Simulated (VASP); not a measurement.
# Al36H in VASP: single point with PBE+D3(BJ)

Aim: the single point of Al36H with PBE+D3(BJ).

Everything below comes from runs of VASP 6.6.1. Logs are shortened: lines on timing, memory, paths and dates and some standing lists are left out, and cuts for length are marked.

## Step 1: The cell of the first run

The cell holds a slab with vacuum, 37 atoms: a = 5.629 Å, b = 5.629 Å, c = 35.807 Å, α = 90.00°, β = 90.00°, γ = 120.00°.

## Step 2: Single point, PBE+D3(BJ)

INCAR reads:

```
SYSTEM = Al36H
PREC = Accurate
ENCUT = 520
EDIFF = 1E-7
ISMEAR = 0
SIGMA = 0.1
LREAL = Auto
LASPH = .TRUE.
NELM = 100
ALGO = Fast
ISIF = 2
LWAVE = .FALSE.
LCHARG = .FALSE.
LDIPOL = .TRUE.
IDIPOL = 3
DIPOL = 0.5 0.5 0.379
GGA = PE
IVDW = 12
NBANDS = 78
```

KPOINTS reads:

```
regular mesh
0
G
  6 6 1
  0 0 0
```

POSCAR reads:

```
Al36H
1.0
    5.6288445221      0.0000000000      0.0000000000
   -2.8144222610      4.8747223501      0.0000000000
    0.0000000000      0.0000000000     35.8073562139
Al H
36 1
Direct
    0.1666666667      0.3333333333      0.1117088895
    0.1666666667      0.8333333333      0.1117088895
    0.6666666667      0.3333333333      0.1117088895
    0.6666666667      0.8333333333      0.1117088895
    0.0000000000      0.0000000000      0.1762280837
    0.0000000000      0.5000000000      0.1762280837
    0.5000000000      0.0000000000      0.1762280837
    0.5000000000      0.5000000000      0.1762280837
    0.3333333333      0.1666666667      0.2407472780
    0.3333333333      0.6666666667      0.2407472780
    0.8333333333      0.1666666667      0.2407472780
    0.8333333333      0.6666666667      0.2407472780
    0.0000000000      0.0000000000      0.3052664723
    0.0000000000      0.5000000000      0.3052664723
    0.5000000000      0.0000000000      0.3052664723
    0.5000000000      0.5000000000      0.3052664723
    0.1666666667      0.3333333333      0.3692823671
    0.1666666667      0.8333333333      0.3692823671
    0.6666666667      0.3333333333      0.3692823671
    0.6666666667      0.8333333333      0.3692823671
    0.0000000000      0.0000000000      0.4332765596
    0.0000000000      0.5000000000      0.4332765596
    0.5000000000      0.0000000000      0.4332765596
    0.5000000000      0.5000000000      0.4332765596
    0.3333333333      0.1666666667      0.4981718464
    0.3333333333      0.6666666667      0.4981718464
    0.8333333333      0.1666666667      0.4981718464
    0.8333333333      0.6666666667      0.4981718464
    0.0000000000      0.0000000000      0.5626837009
    0.0000000000      0.5000000000      0.5626837009
    0.5000000000      0.0000000000      0.5626837009
    0.5000000000      0.5000000000      0.5626837009
    0.1666666667      0.3333333333      0.6285679423
    0.1666666667      0.8333333333      0.6285679423
    0.6666666667      0.3333333333      0.6285679423
    0.6666666667      0.8333333333      0.6285679423
    0.4166666667      0.5000000000      0.7207277762
```

Potentials or basis: VASP PAW PBE potentials, release 64 (Al, H).

On the command line:

```sh
cat potpaw_PBE.64/Al/POTCAR potpaw_PBE.64/H/POTCAR > POTCAR
mpirun -np 1 vasp_std > vasp.out
```

OUTCAR:

```text
SYSTEM = Al36H
   PREC = Accurate
   ENCUT = 520
   EDIFF = 1E-7
   ISMEAR = 0
   LREAL = Auto
   LASPH = .TRUE.
   NELM = 100
   ISIF = 2
   GGA = PE
   IVDW = 12
 IVDW          = 12

 ion  position               nearest neighbor table
   1  0.167  0.333  0.112-   2 2.81   2 2.81   3 2.81   3 2.81   4 2.81   4 2.81   5 2.82   8 2.82
                             6 2.82
   2  0.167  0.833  0.112-   1 2.81   1 2.81   4 2.81   4 2.81   3 2.81   3 2.81   6 2.82   7 2.82
                             5 2.82
   3  0.667  0.333  0.112-   4 2.81   4 2.81   1 2.81   1 2.81   2 2.81   2 2.81   7 2.82   6 2.82
                             8 2.82
   4  0.667  0.833  0.112-   3 2.81   3 2.81   2 2.81   2 2.81   1 2.81   1 2.81   8 2.82   5 2.82
                             7 2.82
   5  0.000  0.000  0.176-   6 2.81   6 2.81   7 2.81   7 2.81   8 2.81   8 2.81   1 2.82   4 2.82
                             2 2.82  12 2.82   9 2.82  11 2.82
   6  0.000  0.500  0.176-   5 2.81   5 2.81   8 2.81   8 2.81   7 2.81   7 2.81   2 2.82   3 2.82
                             1 2.82  11 2.82  10 2.82  12 2.82
   7  0.500  0.000  0.176-   8 2.81   8 2.81   5 2.81   5 2.81   6 2.81   6 2.81   3 2.82   2 2.82
                             4 2.82  10 2.82  11 2.82   9 2.82
   8  0.500  0.500  0.176-   7 2.81   7 2.81   6 2.81   6 2.81   5 2.81   5 2.81   4 2.82   1 2.82
                             3 2.82   9 2.82  12 2.82  10 2.82
   9  0.333  0.167  0.241-  10 2.81  10 2.81  11 2.81  11 2.81  12 2.81  12 2.81  16 2.82   8 2.82
[... 40 lines left out ...]
                            27 2.82  33 2.86  36 2.86  34 2.86
  30  0.000  0.500  0.563-  29 2.81  29 2.81  32 2.81  32 2.81  31 2.81  31 2.81  27 2.82  26 2.82
                            28 2.82  34 2.86  35 2.86  33 2.86
  31  0.500  0.000  0.563-  32 2.81  32 2.81  29 2.81  29 2.81  30 2.81  30 2.81  26 2.82  27 2.82
                            25 2.82  35 2.86  34 2.86  36 2.86
  32  0.500  0.500  0.563-  31 2.81  31 2.81  30 2.81  30 2.81  29 2.81  29 2.81  25 2.82  28 2.82
                            26 2.82  36 2.86  33 2.86  35 2.86
  33  0.167  0.333  0.629-  34 2.81  34 2.81  35 2.81  35 2.81  36 2.81  36 2.81  29 2.86  32 2.86
                            30 2.86
  34  0.167  0.833  0.629-  33 2.81  33 2.81  36 2.81  36 2.81  35 2.81  35 2.81  30 2.86  31 2.86
                            29 2.86
  35  0.667  0.333  0.629-  36 2.81  36 2.81  33 2.81  33 2.81  34 2.81  34 2.81  31 2.86  30 2.86
                            32 2.86
  36  0.667  0.833  0.629-  35 2.81  35 2.81  34 2.81  34 2.81  33 2.81  33 2.81  32 2.86  29 2.86
                            31 2.86
  37  0.417  0.500  0.721-

  LATTYP: Found a hexagonal cell.
 ALAT       =     5.6288445221
 C/A-ratio  =     6.3614043830

  Lattice vectors:

 A1 = (   5.6288445221,   0.0000000000,   0.0000000000)
 A2 = (  -2.8144222610,   4.8747223501,   0.0000000000)
 A3 = (   0.0000000000,   0.0000000000,  35.8073562139)

Analysis of symmetry for initial positions (statically):
[... 212 lines left out ...]
  Fermi-wavevector in a.u.,A,eV,Ry     =   0.786629  1.486513  8.419080  0.618785
  Thomas-Fermi vector in A             =   1.891206
   LORBIT       =      0    0 simple, 1 ext, 2 COOP (PROOUT), +10 PAW based schemes
   GGA     = PE    functional components
   LHFCALC =     F    Hartree Fock is set to
   AEXX    =    0.0000 exact exchange contribution
   IVDW    =    12    specifies the selected vdW correction
   LEPSILON=     F    determine dielectric tensor
   LRPA    =     F    only Hartree local field effects (RPA)
 non-spin polarized calculation
 RMM-DIIS sequential band-by-band and
 Gauss-broadening in eV      SIGMA  =   0.10
  energy-cutoff  :      520.00
  volume of cell :      982.52
 maximum number of plane-waves:     26569
 NGX is ok and might be reduce to    42
   NGX = 21   NGY = 21   NGZ =133

 dipolmoment           0.000000      0.000000     -0.251321 electrons x Angstroem

 number of electron     109.0000001 magnetization

 dipolmoment           0.000000      0.000000      0.320305 electrons x Angstroem

 Free energy of the ion-electron system (eV)
  ---------------------------------------------------
  ext. energy  EPLUGINS =         0.00000000
  ---------------------------------------------------
  free energy    TOTEN  =      -132.26020361 eV

  energy without entropy =     -132.16455531  energy(sigma->0) =     -132.21237946

 E-fermi :   2.8290     XC(G=0):  -6.6889

 val. band max:        2.8253091629   @ k =   0.1667   0.0000   0.0000
 cond. band min:       2.8698138329   @ k =   0.3333  -0.0000   0.0000
 fundamental gap:      0.0445046700
 Fermi energy:         2.8289535419

 k-point     1 :       0.0000    0.0000    0.0000
  band No.  band energies     occupation
      1      -8.4760      2.00000
      2      -8.2116      2.00000
      3      -7.8254      2.00000
      4      -7.2725      2.00000
      5      -6.5933      2.00000
      6      -5.7791      2.00000
[... 1369 lines left out ...]
     65       5.4422      0.00000
     66       5.4430      0.00000
 [bands above 66 left out]

------------------------ aborting loop because EDIFF is reached ----------------------------------------

 vacuum level on the upper side and lower side of the slab       (xc-potential included)         0.912        -1.160

 Edisp (eV)  -11.25330

 E8    (eV) :    -5.1006

  FORCE on cell =-STRESS in cart. coord.  units (eV):
  Direction    XX          YY          ZZ          XY          YZ          ZX
  --------------------------------------------------------------------------------------
  -------------------------------------------------------------------------------------
  Total      -3.87220    -3.90177    -1.34341    -0.09042    -0.03200    -0.07732
  in kB      -6.31432    -6.36255    -2.19068    -0.14744    -0.05218    -0.12608
  external pressure =       -4.96 kB  Pullay stress =        0.00 kB

 VOLUME and BASIS-vectors are now :
 -----------------------------------------------------------------------------
  energy-cutoff  :      520.00
  volume of cell :      982.52
      direct lattice vectors                 reciprocal lattice vectors
     5.628844522  0.000000000  0.000000000     0.177656355  0.102569944  0.000000000
    -2.814422261  4.874722350  0.000000000     0.000000000  0.205139889  0.000000000
     0.000000000  0.000000000 35.807356214     0.000000000  0.000000000  0.027927222

 POSITION                                       TOTAL-FORCE (eV/Angst)
 -----------------------------------------------------------------------------------
      0.00000      1.62491      4.00000         0.018640      0.014263     -0.115589
     -1.40721      4.06227      4.00000         0.004600     -0.001378     -0.114833
      2.81442      1.62491      4.00000        -0.019628      0.010596     -0.110855
      1.40721      4.06227      4.00000        -0.003801     -0.023449     -0.112767
      0.00000      0.00000      6.31026        -0.001517      0.011607      0.118337
     -1.40721      2.43736      6.31026         0.017592     -0.001866      0.119223
[... 29 lines left out ...]
      1.40721      4.06227     22.50736        -0.008512     -0.044183      0.209940
      0.93814      2.43736     25.80736        -0.021757     -0.011439     -0.712399
 -----------------------------------------------------------------------------------
    total drift:                                0.000105      0.000030     -0.055186

  FREE ENERGIE OF THE ION-ELECTRON SYSTEM (eV)
  ---------------------------------------------------
  free  energy   TOTEN  =      -143.5135013855 eV

  energy  without entropy=     -143.4178530861  energy(sigma->0) =     -143.46567724

 vacuum level on the upper side and lower side of the slab         8.910         6.809
```

OSZICAR:

```text
N       E                     dE             d eps       ncg     rms          rms(c)
DAV:   1     0.300636118947E+03    0.30064E+03   -0.36275E+04  3120   0.106E+03
DAV:   2    -0.108554305874E+03   -0.40919E+03   -0.38435E+03  3872   0.171E+02
DAV:   3    -0.134700328336E+03   -0.26146E+02   -0.24878E+02  4384   0.389E+01
[... 24 lines left out ...]
RMM:  28    -0.132260200361E+03   -0.26833E-05   -0.20938E-07  2600   0.123E-03    0.608E-03
RMM:  29    -0.132260201843E+03   -0.14817E-05   -0.15827E-07  2488   0.926E-04    0.295E-04
RMM:  30    -0.132260202640E+03   -0.79696E-06   -0.41619E-08  1989   0.746E-04    0.381E-04
RMM:  31    -0.132260203587E+03   -0.94665E-06   -0.37862E-08  1796   0.570E-04    0.166E-03
RMM:  32    -0.132260203607E+03   -0.20532E-07   -0.12500E-08  1523   0.474E-04
   1 F= -.14351350E+03 E0= -.14346568E+03  d E =-.956483E-01
```

Wall time 1.8 h (1 thread of Oxide Virtual Turin-like, shared host); peak memory 1.4 GiB.

What came out:

| Quantity | Value |
| --- | --- |
| Free energy | -143.5135 eV |
| Largest force | 0.713 eV/Å |
| Band gap on the k mesh | zero (an odd number of electrons rules out a gap without spin polarisation) |
| Dispersion energy per atom | -0.304 eV |

Forces on the atoms (eV/Å):
```
Al   0.019  0.014 -0.116
Al   0.005 -0.001 -0.115
Al  -0.020  0.011 -0.111
Al  -0.004 -0.023 -0.113
Al  -0.002  0.012  0.118
Al   0.018 -0.002  0.119
Al   0.001 -0.009  0.123
Al  -0.017 -0.001  0.093
Al  -0.003  0.025 -0.021
Al   0.020 -0.015 -0.022
Al   0.004  0.002 -0.025
Al  -0.020 -0.012 -0.021
Al   0.006  0.001  0.013
Al   0.010  0.007  0.016
Al  -0.006 -0.010  0.013
Al  -0.012  0.001  0.050
Al   0.017  0.013  0.008
Al   0.002 -0.001 -0.001
Al  -0.016  0.008 -0.011
Al  -0.003 -0.020 -0.001
Al   0.009  0.002  0.017
Al   0.012  0.008  0.024
Al  -0.005 -0.009  0.035
Al  -0.011 -0.001 -0.002
Al  -0.003  0.002 -0.017
Al   0.003 -0.003 -0.030
Al  -0.004  0.000  0.011
Al   0.001  0.003 -0.005
Al  -0.010  0.003 -0.023
Al  -0.004 -0.016 -0.019
Al   0.018  0.013 -0.023
Al  -0.001  0.000  0.027
Al   0.057  0.044  0.364
Al  -0.006  0.002  0.023
Al  -0.023  0.010  0.124
Al  -0.009 -0.044  0.210
H   -0.022 -0.011 -0.712
```

Levels at points of the mesh, in eV from the Fermi level:
```tsv
k point	band 52	band 53	band 54	band 55	band 56	band 57
(0.00, 0.00, 0.00)	-1.28	-1.27	-1.13	-0.56	-0.55	-0.54
(0.50, 0.00, 0.00)	-0.13	-0.11	-0.07	-0.06	0.28	0.43
(0.00, 0.50, 0.00)	-0.13	-0.11	-0.08	-0.05	0.28	0.43
(0.50, 0.50, 0.00)	-0.13	-0.11	-0.07	-0.05	0.28	0.43
```

The gap in the log of VASP goes by the Fermi energy; the results here count the filled bands.